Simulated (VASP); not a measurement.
# Al (I4/mmm) in VASP: further runs

The runs below take Al through single point, with PBE.

All numbers are computed with VASP 6.6.1; they aren't measurements. Logs are shortened: lines on timing, memory, paths and dates and some standing lists are left out, and cuts for length are marked.

### 1 The cell of the first run

It takes space group I4/mmm (No. 139, tetragonal). Conventional cell: a = 3.004 Å, b = 3.004 Å, c = 4.841 Å, α = 90.00°, β = 90.00°, γ = 90.00°. Within 4.0 Å of Al (site symmetry 4/mmm) lie 12 Al at 3.00 to 3.22 Å.

### 2 Single point, PBE (In replaced by Al, lengths x 0.911, strained)

Input file INCAR:

```
PREC = Accurate
ENCUT = 520
EDIFF = 1E-7
ISMEAR = 0
SIGMA = 0.1
LREAL = False
LASPH = True
NELM = 100
ALGO = Fast
ISIF = 2
LWAVE = False
LCHARG = False
GGA = PE
NBANDS = 8
```

Input file KPOINTS:

```
Automatic mesh
0
Gamma
  8 8 8
```

Input file POSCAR:

```
Al
1.0
   -1.5022333619      1.5022333619      2.4206947418
    1.5022333619     -1.5022333619      2.4206947418
    1.5022333619      1.5022333619     -2.4206947418
Al
1
Direct
    0.0000000000      0.0000000000      0.0000000000
```

Potentials or basis: VASP PAW PBE potentials, release 64 (Al).

Run with:

```console
cat potpaw_PBE.64/Al/POTCAR > POTCAR
mpirun -np 1 vasp_std > vasp.out
```

OUTCAR:

```text
PREC = Accurate
   ENCUT = 520
   EDIFF = 1E-7
   ISMEAR = 0
   LREAL = False
   LASPH = True
   NELM = 100
   ISIF = 2
   GGA = PE

 ion  position               nearest neighbor table
   1  0.000  0.000  0.000-

  LATTYP: Found a body centered tetragonal cell.
 ALAT       =     3.0044667238
 C/A-ratio  =     1.6113972724

  Lattice vectors:

 A1 = (  -1.5022333619,   1.5022333619,   2.4206947418)
 A2 = (   1.5022333619,  -1.5022333619,   2.4206947418)
 A3 = (   1.5022333619,   1.5022333619,  -2.4206947418)

Analysis of symmetry for initial positions (statically):
=====================================================================
 Subroutine PRICEL returns:
 Original cell was already a primitive cell.

 Routine SETGRP: Setting up the symmetry group for a
 body centered tetragonal supercell.

 Subroutine GETGRP returns: Found 16 space group operations
 (whereof 16 operations were pure point group operations)
 out of a pool of 16 trial point group operations.

The static configuration has the point symmetry D_4h.

Analysis of symmetry for dynamics (positions and initial velocities):
=====================================================================
 Subroutine PRICEL returns:
 Original cell was already a primitive cell.

 Routine SETGRP: Setting up the symmetry group for a
 body centered tetragonal supercell.

 Subroutine GETGRP returns: Found 16 space group operations
 (whereof 16 operations were pure point group operations)
 out of a pool of 16 trial point group operations.

The dynamic configuration has the point symmetry D_4h.

 Subroutine INISYM returns: Found 16 space group operations
 (whereof 16 operations are pure point group operations),
 and found     1 'primitive' translations

----------------------------------------------------------------------------------------

                                     Primitive cell

  volume of cell :      21.8512

  direct lattice vectors                    reciprocal lattice vectors
    -1.502233362  1.502233362  2.420694742     0.000000000  0.332837769  0.206552273
     1.502233362 -1.502233362  2.420694742     0.332837769  0.000000000  0.206552273
     1.502233362  1.502233362 -2.420694742     0.332837769  0.332837769  0.000000000

  length of vectors
     3.220741092  3.220741092  3.220741092     0.391720336  0.391720336  0.470703686

  position of ions in fractional coordinates (direct lattice)
[... 79 lines left out ...]
   EDIFFG = 0.1E-05   stopping-criterion for IOM
   NSW    =      0    number of steps for IOM
   IBRION =     -1    ionic relax: 0-MD 1-quasi-New 2-CG
   NFREE  =      0    steps in history (QN), initial steepest desc. (CG)
   ISIF   =      2    stress and relaxation
   ISYM   =      2    0-nonsym 1-usesym 2-fastsym
   POTIM  = 0.5000    time-step for ionic-motion
   TEBEG  =    0.0;   TEEND  =   0.0 temperature during run
   PSTRESS=    0.0 pullay stress
   NELECT =       3.0000    total number of electrons
   NUPDOWN=      -1.0000    fix difference up-down
   EMIN   =  10.00;   EMAX   =-10.00  energy-range for DOS
   EFERMI =   0.00;   METHOD = LEGACY
   ISMEAR =     0;   SIGMA  =   0.10  broadening in eV -4-tet -1-fermi 0-gaus
   EFERMI_NEDOS =   21; number of points for ismear=-14 and -15
   IALGO  =     68    algorithm
   IMIX   =      4    mixing-type and parameters
     AMIX     =   0.40;   BMIX     =  1.00
     AMIX_MAG =   1.60;   BMIX_MAG =  1.00
  volume/ion in A,a.u.               =      21.85       147.46
  Fermi-wavevector in a.u.,A,eV,Ry     =   0.844547  1.595962  9.704478  0.713259
  Thomas-Fermi vector in A             =   1.959592
   LORBIT       =      0    0 simple, 1 ext, 2 COOP (PROOUT), +10 PAW based schemes
   GGA     = PE    functional components
   LHFCALC =     F    Hartree Fock is set to
   AEXX    =    0.0000 exact exchange contribution
   IVDW    =     0    specifies the selected vdW correction
   LEPSILON=     F    determine dielectric tensor
   LRPA    =     F    only Hartree local field effects (RPA)
 non-spin polarized calculation
 RMM-DIIS sequential band-by-band and
 Gauss-broadening in eV      SIGMA  =   0.10
  energy-cutoff  :      520.00
  volume of cell :       21.85
 maximum number of plane-waves:       630
   NGX = 11   NGY = 11   NGZ = 11

 number of electron       3.0000000 magnetization

 Free energy of the ion-electron system (eV)
  ---------------------------------------------------
  ext. energy  EPLUGINS =         0.00000000
  ---------------------------------------------------
  free energy    TOTEN  =        -3.50007043 eV

  energy without entropy =       -3.49772544  energy(sigma->0) =       -3.49889793

 E-fermi :   5.3436     XC(G=0):  -9.2151

 val. band max:        5.0787224629   @ k =   0.2500   0.2500   0.2500
 cond. band min:       5.3531363220   @ k =  -0.2500   0.5000   0.2500
 fundamental gap:      0.2744138591
 Fermi energy:         5.3435560945

 k-point     1 :       0.0000    0.0000    0.0000
  band No.  band energies     occupation
      1      -3.9743      2.00000
      2      15.8623      0.00000
      3      16.1017      0.00000
      4      16.1958      0.00000
      5      16.1958      0.00000
      6      17.1415      0.00000
      7      17.1415      0.00000
      8      19.1917      0.00000
[... 243 lines left out ...]
 k-point    24 :       0.3750    0.1250    0.1250
  band No.  band energies     occupation
      1       2.3756      2.00000
      2       2.8062      2.00000
      3      10.1149      0.00000
      4      10.4745      0.00000
      5      14.2868      0.00000
      6      15.1787      0.00000
      7      21.1465      0.00000
      8      22.4298      0.00000

 [... further k-points ...]

------------------------ aborting loop because EDIFF is reached ----------------------------------------

  FORCE on cell =-STRESS in cart. coord.  units (eV):
  Direction    XX          YY          ZZ          XY          YZ          ZX
  --------------------------------------------------------------------------------------
  -------------------------------------------------------------------------------------
  Total       -1.5245250     -1.5245250     -1.1731752      0.0000000     -0.0000000      0.0000000
  in kB     -111.7815954   -111.7815954    -86.0198422      0.0000000     -0.0000000      0.0000000
  external PRESSURE =    -103.1943443 kB  Pullay stress =       0.0000000 kB

 VOLUME and BASIS-vectors are now :
 -----------------------------------------------------------------------------
  energy-cutoff  :      520.00
  volume of cell :       21.85
      direct lattice vectors                 reciprocal lattice vectors
    -1.502233362  1.502233362  2.420694742     0.000000000  0.332837769  0.206552273
     1.502233362 -1.502233362  2.420694742     0.332837769  0.000000000  0.206552273
     1.502233362  1.502233362 -2.420694742     0.332837769  0.332837769  0.000000000

 POSITION                                       TOTAL-FORCE (eV/Angst)
 -----------------------------------------------------------------------------------
      0.00000      0.00000      0.00000         0.000000      0.000000     -0.000000
 -----------------------------------------------------------------------------------
    total drift:                                0.000000      0.000000     -0.000000

  FREE ENERGIE OF THE ION-ELECTRON SYSTEM (eV)
  ---------------------------------------------------
  free  energy   TOTEN  =        -3.5000704268 eV

  energy  without entropy=       -3.4977254402  energy(sigma->0) =       -3.49889793
```

stdout:

```text
POSCAR found type information on POSCAR Al
 POSCAR found :  1 types and       1 ions
 scaLAPACK will be used
 LDA part: xc-table for (Slater+PW92), standard interpolation
 POSCAR, INCAR and KPOINTS ok, starting setup
 FFT: planning ... GRIDC
 FFT: planning ... GRID_SOFT
 FFT: planning ... GRID
 WAVECAR not read
 entering main loop
```

It took 4 s on 1 thread of Intel Xeon 6975P-C (Granite Rapids), shared host; peak memory 0.13 GiB.

What came out:

```yaml
Free_energy: -3.5001 eV
Pressure: -10.3 GPa
```

Caveat: the k points lie up to 0.37 Å⁻¹ apart; the cell differs from its parent crystal (In replaced by Al, lengths x 0.911, strained).

### 3 Single point, PBE (In replaced by Al, lengths x 0.911, strained)

Input file INCAR:

```
SYSTEM = Al
PREC     = Accurate       ! precision mode
ENCUT    = 520            ! plane-wave cutoff, eV
EDIFF    = 1E-6           ! SCF threshold, eV
ISMEAR   = 0              ! smearing method
SIGMA    = 0.1            ! smearing width, eV
LREAL    = .FALSE.        ! projectors in reciprocal space
LASPH    = .TRUE.         ! aspherical terms in the spheres
NELM     = 60             ! most SCF steps
ALGO     = Fast           ! electronic algorithm
ISIF     = 2              ! what is computed and relaxed
LWAVE    = .FALSE.        ! write WAVECAR
LCHARG   = .FALSE.        ! write CHGCAR
GGA      = PE             ! functional
NBANDS   = 8              ! bands
```

Input file KPOINTS:

```
Automatic mesh
0
G
  20 20 20
  0 0 0
```

POSCAR is that of step 2.

Potentials or basis: VASP PAW PBE potentials, release 64 (Al).

Run with:

```console
cat potpaw_PBE.64/Al/POTCAR > POTCAR
mpirun -np 1 vasp_std > vasp.out
```

OUTCAR:

```text
SYSTEM = Al
   PREC = Accurate
   ENCUT = 520
   EDIFF = 1E-6
   ISMEAR = 0
   LREAL = .FALSE.
   LASPH = .TRUE.
   NELM = 60
   ISIF = 2
   GGA = PE

 ion  position               nearest neighbor table
   1  0.000  0.000  0.000-

  LATTYP: Found a body centered tetragonal cell.
 ALAT       =     3.0044667238
 C/A-ratio  =     1.6113972724

  Lattice vectors:

 A1 = (  -1.5022333619,   1.5022333619,   2.4206947418)
 A2 = (   1.5022333619,  -1.5022333619,   2.4206947418)
 A3 = (   1.5022333619,   1.5022333619,  -2.4206947418)

Analysis of symmetry for initial positions (statically):
=====================================================================
 Subroutine PRICEL returns:
 Original cell was already a primitive cell.

 Routine SETGRP: Setting up the symmetry group for a
 body centered tetragonal supercell.

 Subroutine GETGRP returns: Found 16 space group operations
 (whereof 16 operations were pure point group operations)
 out of a pool of 16 trial point group operations.

The static configuration has the point symmetry D_4h.

Analysis of symmetry for dynamics (positions and initial velocities):
=====================================================================
 Subroutine PRICEL returns:
 Original cell was already a primitive cell.

 Routine SETGRP: Setting up the symmetry group for a
 body centered tetragonal supercell.

 Subroutine GETGRP returns: Found 16 space group operations
 (whereof 16 operations were pure point group operations)
 out of a pool of 16 trial point group operations.

The dynamic configuration has the point symmetry D_4h.

 Subroutine INISYM returns: Found 16 space group operations
 (whereof 16 operations are pure point group operations),
 and found     1 'primitive' translations

----------------------------------------------------------------------------------------

                                     Primitive cell

  volume of cell :      21.8512

[... 109 lines left out ...]
  Thomas-Fermi vector in A             =   1.959592
   LORBIT       =      0    0 simple, 1 ext, 2 COOP (PROOUT), +10 PAW based schemes
   GGA     = PE    functional components
   LHFCALC =     F    Hartree Fock is set to
   AEXX    =    0.0000 exact exchange contribution
   IVDW    =     0    specifies the selected vdW correction
   LEPSILON=     F    determine dielectric tensor
   LRPA    =     F    only Hartree local field effects (RPA)
 non-spin polarized calculation
 RMM-DIIS sequential band-by-band and
 Gauss-broadening in eV      SIGMA  =   0.10
  energy-cutoff  :      520.00
  volume of cell :       21.85
 maximum number of plane-waves:       630
   NGX = 11   NGY = 11   NGZ = 11

 number of electron       3.0000000 magnetization

 Free energy of the ion-electron system (eV)
  ---------------------------------------------------
  ext. energy  EPLUGINS =         0.00000000
  ---------------------------------------------------
  free energy    TOTEN  =        -3.49341527 eV

  energy without entropy =       -3.49089946  energy(sigma->0) =       -3.49215736

 E-fermi :   5.3204     XC(G=0):  -9.2154

 val. band max:        5.2985155055   @ k =  -0.1500   0.3000   0.1500
 cond. band min:       5.3271639529   @ k =   0.3000   0.1000   0.0500
 fundamental gap:      0.0286484474
 Fermi energy:         5.3203511495

 k-point     1 :       0.0000    0.0000    0.0000
  band No.  band energies     occupation
      1      -3.9746      2.00000
      2      15.8637      0.00000
      3      16.0994      0.00000
      4      16.1958      0.00000
      5      16.1958      0.00000
      6      17.1400      0.00000
      7      17.1400      0.00000
      8      19.1917      0.00000
[... 243 lines left out ...]
 k-point    24 :      -0.3500    0.0500    0.0000
  band No.  band energies     occupation
      1      -1.3838      2.00000
      2       5.8008      0.00000
      3      12.4201      0.00000
      4      14.8383      0.00000
      5      15.1760      0.00000
      6      17.4218      0.00000
      7      18.5301      0.00000
      8      21.2084      0.00000

 [... further k-points ...]

------------------------ aborting loop because EDIFF is reached ----------------------------------------

  FORCE on cell =-STRESS in cart. coord.  units (eV):
  Direction    XX          YY          ZZ          XY          YZ          ZX
  --------------------------------------------------------------------------------------
  -------------------------------------------------------------------------------------
  Total       -1.3809258     -1.3809258     -1.5666751      0.0000000     -0.0000000      0.0000000
  in kB     -101.2525806   -101.2525806   -114.8721345      0.0000000     -0.0000000      0.0000000
  external PRESSURE =    -105.7924319 kB  Pullay stress =       0.0000000 kB

 VOLUME and BASIS-vectors are now :
 -----------------------------------------------------------------------------
  energy-cutoff  :      520.00
  volume of cell :       21.85
      direct lattice vectors                 reciprocal lattice vectors
    -1.502233362  1.502233362  2.420694742     0.000000000  0.332837769  0.206552273
     1.502233362 -1.502233362  2.420694742     0.332837769  0.000000000  0.206552273
     1.502233362  1.502233362 -2.420694742     0.332837769  0.332837769  0.000000000

 POSITION                                       TOTAL-FORCE (eV/Angst)
 -----------------------------------------------------------------------------------
      0.00000      0.00000      0.00000         0.000000     -0.000000      0.000000
 -----------------------------------------------------------------------------------
    total drift:                                0.000000      0.000000      0.000000

  FREE ENERGIE OF THE ION-ELECTRON SYSTEM (eV)
  ---------------------------------------------------
  free  energy   TOTEN  =        -3.4934152711 eV

  energy  without entropy=       -3.4908994575  energy(sigma->0) =       -3.49215736
```

OSZICAR:

```text
N       E                     dE             d eps       ncg     rms          rms(c)
DAV:   1    -0.239546028354E+01   -0.23955E+01   -0.76861E+02 10296   0.195E+02
DAV:   2    -0.350478063942E+01   -0.11093E+01   -0.10732E+01 14488   0.161E+01
DAV:   3    -0.351155860668E+01   -0.67780E-02   -0.67704E-02 13304   0.136E+00
DAV:   4    -0.351157847283E+01   -0.19866E-04   -0.19867E-04 15480   0.661E-02
DAV:   5    -0.351157854813E+01   -0.75300E-07   -0.74760E-07 13456   0.235E-03    0.935E-01
RMM:   6    -0.350089956720E+01    0.10679E-01   -0.17639E-03 10262   0.233E-01    0.554E-01
RMM:   7    -0.349340425068E+01    0.74953E-02   -0.52793E-03 11142   0.393E-01    0.100E-01
RMM:   8    -0.349341260771E+01   -0.83570E-05   -0.15409E-04 11171   0.762E-02    0.209E-02
RMM:   9    -0.349341524790E+01   -0.26402E-05   -0.25315E-05 11549   0.291E-02    0.983E-03
RMM:  10    -0.349341527110E+01   -0.23198E-07   -0.60095E-06 11892   0.157E-02
   1 F= -.34934153E+01 E0= -.34921574E+01  d E =-.251581E-02
```

stdout:

```text
POSCAR found type information on POSCAR Al
 POSCAR found :  1 types and       1 ions
 scaLAPACK will be used
 LDA part: xc-table for (Slater+PW92), standard interpolation
 POSCAR, INCAR and KPOINTS ok, starting setup
 FFT: planning ... GRIDC
 FFT: planning ... GRID_SOFT
 FFT: planning ... GRID
 WAVECAR not read
 entering main loop
```

Run time: 29 s. Hardware: 1 thread of Intel Xeon 6975P-C (Granite Rapids), shared host; peak memory 0.21 GiB.

What came out:

```yaml
Free_energy: -3.4934 eV
Pressure: -10.6 GPa
```

Stress tensor (GPa, compression positive):
```
-10.13   0.00   0.00
  0.00 -10.13   0.00
  0.00   0.00 -11.49
```

Caveat: the cell differs from its parent crystal (In replaced by Al, lengths x 0.911, strained).
